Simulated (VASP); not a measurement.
**Al4Co3Ni: single point with PBE**

Crystal: Al4Co3Ni.

```
Al Ni Co
1.0
    -2.86544    2.86544    2.86544
     2.86544   -2.86544    2.86544
     2.86544    2.86544   -2.86544
Al Ni Co
4 1 3
Cartesian
  1.4327 -1.4327 1.4327
  -1.4327 1.4327 1.4327
  1.4327 1.4327 1.4327
  1.4327 1.4327 -1.4327
  0.0000 0.0000 0.0000
  0.0000 2.8654 0.0000
  2.8654 0.0000 0.0000
  0.0000 0.0000 2.8654
```

* Program: VASP 6.6.1
* Task: single point
* Functional: PBE
* Potentials or basis: VASP PAW PBE potentials, release 64 (Al, Ni, Co)
* Cutoff: 520 eV
* k mesh: 10 × 10 × 10
* Occupations: gaussian, width 0.1 eV
* Spin: collinear spin, ferromagnetic start
* Starting moments: [0.0, 0.0, 0.0, 0.0, 0.0, 0.39, 0.39, 0.39] μB

- Pressure: -0.1 GPa
- Net moment: 0.95 μB per cell
- Site moments: Al -0.00; Ni +0.10; Co +0.32 μB
- Valence electrons inside the program's atomic spheres: Al 0.81; Ni 9.48; Co 8.42

Levels at points of the mesh, in eV from the Fermi level:
Spin up:
| k point | band 21 | band 22 | band 23 | band 24 | band 25 | band 26 | band 27 | band 28 | band 29 | band 30 |
| --- | --- | --- | --- | --- | --- | --- | --- | --- | --- | --- |
| (0.00, 0.00, 0.00) | -1.49 | -0.98 | -0.98 | -0.98 | -0.70 | -0.70 | -0.49 | 2.00 | 2.14 | 2.14 |
| (0.50, 0.00, 0.00) | -1.29 | -1.18 | -0.79 | -0.72 | -0.26 | 0.05 | 1.35 | 1.51 | 3.03 | 3.28 |
| (0.50, 0.50, 0.50) | -0.90 | -0.67 | -0.67 | -0.21 | -0.21 | 0.00 | 2.31 | 2.31 | 2.31 | 3.97 |
Spin down:
| k point | band 21 | band 22 | band 23 | band 24 | band 25 | band 26 | band 27 | band 28 |
| --- | --- | --- | --- | --- | --- | --- | --- | --- |
| (0.00, 0.00, 0.00) | -1.31 | -0.80 | -0.80 | -0.80 | -0.32 | -0.32 | 0.14 | 2.23 |
| (0.50, 0.00, 0.00) | -1.12 | -0.99 | -0.66 | -0.59 | 0.05 | 0.54 | 1.54 | 1.75 |
| (0.50, 0.50, 0.50) | -0.72 | -0.31 | -0.31 | 0.36 | 0.36 | 0.42 | 2.31 | 2.31 |

It took 6.7 min on 1 thread of Intel(R) Xeon(R) Platinum 8259CL CPU @ 2.50GHz (Skylake/Cascade Lake), on a shared host, peak memory 0.46 GiB.
